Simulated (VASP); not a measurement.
# Lu (Fm-3m) in VASP: further runs, part 2 of 2

VASP 6.6.1.

**4. Single point, PBEsol (28.35 Å³/atom)**

This run uses another cell than the first one, of 28.35 Å³/atom.

Contents of INCAR:

```
PREC     = Accurate       # precision mode
ENCUT    = 520            # plane-wave cutoff, eV
EDIFF    = 1E-6           # SCF threshold, eV
ISMEAR   = -1             # smearing method
SIGMA    = 0.1            # smearing width, eV
LREAL    = F              # projectors in reciprocal space
LASPH    = T              # aspherical terms in the spheres
NELM     = 60             # most SCF steps
ALGO     = Normal         # electronic algorithm
ISIF     = 2              # what is computed and relaxed
LWAVE    = F              # write WAVECAR
LCHARG   = F              # write CHGCAR
GGA      = PS             # functional
NBANDS   = 18             # bands
```

Contents of KPOINTS:

```
Automatic mesh
0
Gamma
  13 13 13
```

Contents of POSCAR:

```
Lu
1.0
    0.0000000000      2.4201815451      2.4201815451
    2.4201815451      0.0000000000      2.4201815451
    2.4201815451      2.4201815451      0.0000000000
Lu
1
Direct
    0.0000000000      0.0000000000      0.0000000000
```

Potentials or basis: VASP PAW PBE potentials, release 64 (Lu).

Run with:

```console
cat potpaw_PBE.64/Lu/POTCAR > POTCAR
mpirun -np 1 vasp_std > vasp.out
```

OUTCAR:

```text
PREC = Accurate
   ENCUT = 520
   EDIFF = 1E-6
   ISMEAR = -1
   LREAL = F
   LASPH = T
   NELM = 60
   ISIF = 2
   GGA = PS

 ion  position               nearest neighbor table
   1  0.000  0.000  0.000-

  LATTYP: Found a face centered cubic cell.
 ALAT       =     4.8403630902

  Lattice vectors:

 A1 = (   0.0000000000,   2.4201815451,   2.4201815451)
 A2 = (   2.4201815451,   0.0000000000,   2.4201815451)
 A3 = (   2.4201815451,   2.4201815451,   0.0000000000)

Analysis of symmetry for initial positions (statically):
=====================================================================
 Subroutine PRICEL returns:
 Original cell was already a primitive cell.

 Routine SETGRP: Setting up the symmetry group for a
 face centered cubic supercell.

 Subroutine GETGRP returns: Found 48 space group operations
 (whereof 48 operations were pure point group operations)
 out of a pool of 48 trial point group operations.

The static configuration has the point symmetry O_h .

Analysis of symmetry for dynamics (positions and initial velocities):
=====================================================================
 Subroutine PRICEL returns:
 Original cell was already a primitive cell.

 Routine SETGRP: Setting up the symmetry group for a
 face centered cubic supercell.

 Subroutine GETGRP returns: Found 48 space group operations
 (whereof 48 operations were pure point group operations)
 out of a pool of 48 trial point group operations.

The dynamic configuration has the point symmetry O_h .

 Subroutine INISYM returns: Found 48 space group operations
 (whereof 48 operations are pure point group operations),
 and found     1 'primitive' translations

----------------------------------------------------------------------------------------

                                     Primitive cell

  volume of cell :      28.3514

  direct lattice vectors                    reciprocal lattice vectors
     0.000000000  2.420181545  2.420181545    -0.206596072  0.206596072  0.206596072
     2.420181545  0.000000000  2.420181545     0.206596072 -0.206596072  0.206596072
     2.420181545  2.420181545  0.000000000     0.206596072  0.206596072 -0.206596072

  length of vectors
     3.422653564  3.422653564  3.422653564     0.357834893  0.357834893  0.357834893

  position of ions in fractional coordinates (direct lattice)
     0.000000000  0.000000000  0.000000000

  ion indices of the primitive-cell ions
   primitive index   ion index
                 1           1

----------------------------------------------------------------------------------------

 KPOINTS: Automatic mesh

Automatic generation of k-mesh.
 Grid dimensions read from file:
 generate k-points for:   13   13   13

 Generating k-lattice:

  Cartesian coordinates                     Fractional coordinates (reciprocal lattice)
    -0.015892006  0.015892006  0.015892006     0.076923077  0.000000000  0.000000000
     0.015892006 -0.015892006  0.015892006     0.000000000  0.076923077  0.000000000
     0.015892006  0.015892006 -0.015892006     0.000000000  0.000000000  0.076923077

  Length of vectors
     0.027525761  0.027525761  0.027525761

  Shift w.r.t. Gamma in fractional coordinates (k-lattice)
     0.000000000  0.000000000  0.000000000

 Subroutine IBZKPT returns following result:
 ===========================================

 Found     84 irreducible k-points:

 Following reciprocal coordinates:
            Coordinates               Weight
  0.000000  0.000000  0.000000      1.000000
  0.076923  0.000000  0.000000      8.000000
  0.153846  0.000000  0.000000      8.000000
  0.230769  0.000000  0.000000      8.000000
  0.307692  0.000000  0.000000      8.000000
  0.384615  0.000000  0.000000      8.000000
[... 16 lines left out ...]
  0.384615  0.153846  0.000000     24.000000
  0.461538  0.153846  0.000000     24.000000
 [... further k-points ...]
   k-points           NKPTS =     84   k-points in BZ     NKDIM =     84   number of bands    NBANDS=     18
   number of dos      NEDOS =    301   number of ions     NIONS =      1
   total plane-waves  NPLWV =  21952
   dimension x,y,z NGX =    28 NGY =   28 NGZ =   28
   dimension x,y,z NGXF=    56 NGYF=   56 NGZF=   56
   ions per type =               1
   NGX,Y,Z   is equivalent  to a cutoff of  13.60, 13.60, 13.60 a.u.
   NGXF,Y,Z  is equivalent  to a cutoff of  27.20, 27.20, 27.20 a.u.
 SYSTEM =  unknown system
   PREC   = accura    normal or accurate (medium, high low for compatibility)
   ISTART =      0    job   : 0-new  1-cont  2-samecut
   ICHARG =      2    charge: 1-file 2-atom 10-const
   ISPIN  =      1    spin polarized calculation?
   LNONCOLLINEAR =      F non collinear calculations
   LSORBIT =      F    spin-orbit coupling
   LASPH  =      T    aspherical Exc in radial PAW
   ENCUT  =  520.0 eV  38.22 Ry    6.18 a.u.   6.36  6.36  6.36*2*pi/ulx,y,z
   NELM   =     60;   NELMIN=  2; NELMDL= -5     # of ELM steps
   EDIFF  = 0.1E-05   stopping-criterion for ELM
   LREAL  =      F    real-space projection
   EDIFFG = 0.1E-04   stopping-criterion for IOM
   NSW    =      0    number of steps for IOM
   IBRION =     -1    ionic relax: 0-MD 1-quasi-New 2-CG
   NFREE  =      0    steps in history (QN), initial steepest desc. (CG)
   ISIF   =      2    stress and relaxation
   ISYM   =      2    0-nonsym 1-usesym 2-fastsym
   POTIM  = 0.5000    time-step for ionic-motion
   TEBEG  =    0.0;   TEEND  =   0.0 temperature during run
   PSTRESS=    0.0 pullay stress
   NELECT =      25.0000    total number of electrons
   NUPDOWN=      -1.0000    fix difference up-down
   EMIN   =  10.00;   EMAX   =-10.00  energy-range for DOS
   EFERMI =   0.00;   METHOD = LEGACY
   ISMEAR =    -1;   SIGMA  =   0.10  broadening in eV -4-tet -1-fermi 0-gaus
   EFERMI_NEDOS =   21; number of points for ismear=-14 and -15
   IALGO  =     38    algorithm
   IMIX   =      4    mixing-type and parameters
     AMIX     =   0.40;   BMIX     =  1.00
     AMIX_MAG =   1.60;   BMIX_MAG =  1.00
  volume/ion in A,a.u.               =      28.35       191.32
  Fermi-wavevector in a.u.,A,eV,Ry     =   1.569870  2.966623 33.531426  2.464490
  Thomas-Fermi vector in A             =   2.671688
   LORBIT       =      0    0 simple, 1 ext, 2 COOP (PROOUT), +10 PAW based schemes
   GGA     = PS    functional components
   LHFCALC =     F    Hartree Fock is set to
   AEXX    =    0.0000 exact exchange contribution
   IVDW    =     0    specifies the selected vdW correction
   LEPSILON=     F    determine dielectric tensor
   LRPA    =     F    only Hartree local field effects (RPA)
 non-spin polarized calculation
  energy-cutoff  :      520.00
  volume of cell :       28.35
 maximum number of plane-waves:       774
 NGX is ok and might be reduce to    28
   NGX = 13   NGY = 13   NGZ = 13

 number of electron      25.0000006 magnetization

 Free energy of the ion-electron system (eV)
  ---------------------------------------------------
  ext. energy  EPLUGINS =         0.00000000
  ---------------------------------------------------
  free energy    TOTEN  =        -4.93381591 eV

  energy without entropy =       -4.88583503  energy(sigma->0) =       -4.90982547

 E-fermi :   2.2400     XC(G=0): -10.9034

 val. band max:        2.2393425547   @ k =  -0.2308   0.3846   0.1538
 cond. band min:       2.2790108269   @ k =   0.4615   0.2308   0.0769
 fundamental gap:      0.0396682722
 Fermi energy:         2.2399963436

 k-point     1 :       0.0000    0.0000    0.0000
  band No.  band energies     occupation
      1     -53.9144      2.00000
      2     -24.3147      2.00000
      3     -24.3147      2.00000
      4     -24.3147      2.00000
      5      -3.9145      2.00000
      6      -2.7255      2.00000
[... 10 lines left out ...]
     17       6.9372      0.00000
     18      12.6528      0.00000

 k-point     2 :       0.0769    0.0000    0.0000
  band No.  band energies     occupation
      1     -53.9125      2.00000
      2     -24.3476      2.00000
      3     -24.3190      2.00000
      4     -24.3190      2.00000
      5      -3.7454      2.00000
      6      -2.7220      2.00000
[... 10 lines left out ...]
     17       6.8407      0.00000
     18      13.0445      0.00000
[... 442 lines left out ...]
 k-point    24 :       0.4615    0.1538    0.0000
  band No.  band energies     occupation
      1     -53.8800      2.00000
      2     -24.7910      2.00000
      3     -24.4481      2.00000
      4     -24.4164      2.00000
      5      -2.6954      2.00000
      6      -2.6724      2.00000
[... 10 lines left out ...]
     17       8.8415      0.00000
     18      10.6382      0.00000

 [... further k-points ...]
[... 5 lines left out ...]
  --------------------------------------------------------------------------------------
  -------------------------------------------------------------------------------------
  Total       -0.2747967     -0.2747967     -0.2747967      0.0000000      0.0000000      0.0000000
  in kB      -15.5291724    -15.5291724    -15.5291724      0.0000000      0.0000000      0.0000000
  external PRESSURE =     -15.5291724 kB  Pullay stress =       0.0000000 kB

 VOLUME and BASIS-vectors are now :
 -----------------------------------------------------------------------------
  energy-cutoff  :      520.00
  volume of cell :       28.35
      direct lattice vectors                 reciprocal lattice vectors
     0.000000000  2.420181545  2.420181545    -0.206596072  0.206596072  0.206596072
     2.420181545  0.000000000  2.420181545     0.206596072 -0.206596072  0.206596072
     2.420181545  2.420181545  0.000000000     0.206596072  0.206596072 -0.206596072

 POSITION                                       TOTAL-FORCE (eV/Angst)
 -----------------------------------------------------------------------------------
      0.00000      0.00000      0.00000         0.000000     -0.000000     -0.000000
 -----------------------------------------------------------------------------------
    total drift:                               -0.000000     -0.000000     -0.000000

  FREE ENERGIE OF THE ION-ELECTRON SYSTEM (eV)
  ---------------------------------------------------
  free  energy   TOTEN  =        -4.9338159120 eV

  energy  without entropy=       -4.8858350305  energy(sigma->0) =       -4.90982547
```

It took 40 s on 1 thread of Intel Xeon Platinum 8375C at 2.90GHz (Ice Lake), shared host; peak memory 0.2 GiB.

What came out:

```
Free energy            : -4.9338 eV
Pressure               : -1.6 GPa
Band gap on the k mesh : zero (an odd number of electrons rules out a gap without spin polarisation)
```

Caveat: the PAW data sets were made with another functional, which shifts forces and pressure a little; spin-orbit coupling is left out, which moves the levels of the heavy elements.

**5. Summary**

```tsv
cell	gap on the mesh (eV)	pressure (GPa)
a = 3.333 Å, angles 60.0°, 1 atom	none	2.2
a = 3.378 Å, angles 60.0°, 1 atom	none	0.2
a = 3.423 Å, angles 60.0°, 1 atom	none	-1.6
```

Alike in all rows: task single point; level PBEsol; potentials or basis VASP PAW PBE potentials, release 64 (Lu); no spin polarisation; k mesh 13 × 13 × 13; cutoff (eV) 520; smearing fermi-dirac 0.1 eV.

Caveats: the PAW data sets were made with another functional, which shifts forces and pressure a little; spin-orbit coupling is left out, which moves the levels of the heavy elements.

Absolute energies hang on the potentials; compare differences alone.
